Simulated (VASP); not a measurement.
Mg3Te:

```xyz
4
Lattice="-2.1394 2.1394 5.2825 2.1394 -2.1394 5.2825 2.1394 2.1394 -5.2825" Properties=species:S:1:pos:R:3 pbc="T T T"
Mg    0.0000    0.0000    5.2825
Mg    0.0000    2.1394    2.6412
Mg    2.1394    0.0000    2.6412
Te    0.0000    0.0000    0.0000
```

Base run:

```yaml
Program: VASP 6.6.1
Functional: PBE
Potentials_or_basis: VASP PAW PBE potentials, release 64 (Mg, Te)
Cutoff: 520 eV
k_mesh: 6 × 6 × 6
Occupations: gaussian, width 0.1 eV
Spin: no spin polarisation
```

Its results: band gap on the k mesh zero (band 6 reaches 5.02 eV, above the bottom of band 7 at 3.60 eV); pressure 0.0 GPa.

Problem. After a change of settings the same cell gave: band gap on the k mesh zero (band 6 reaches 4.81 eV, above the bottom of band 7 at 3.61 eV); pressure -1.1 GPa. Which change was it?
A. k mesh from 6 × 6 × 6 to 5 × 1 × 6; further incar settings from ALGO = Fast; EDIFF = 1e-06; NBANDS = 14 to ALGO = Fast; EDIFF = 1e-06; NBANDS = 14; ISYM = 0
B. k mesh from 6 × 6 × 6 to 4 × 1 × 1; further incar settings from ALGO = Fast; EDIFF = 1e-06; NBANDS = 14 to ALGO = Normal; EDIFF = 1e-06; NBANDS = 14; ISYM = 0
C. k mesh from 6 × 6 × 6 to 2 × 2 × 2; further incar settings from ALGO = Fast; EDIFF = 1e-06; NBANDS = 14 to ALGO = Fast; EDIFF = 1e-07; NBANDS = 14

Solution. A.

Caveats: some runs use coarse meshes; spin-orbit coupling is left out, which moves the levels of the heavy elements.
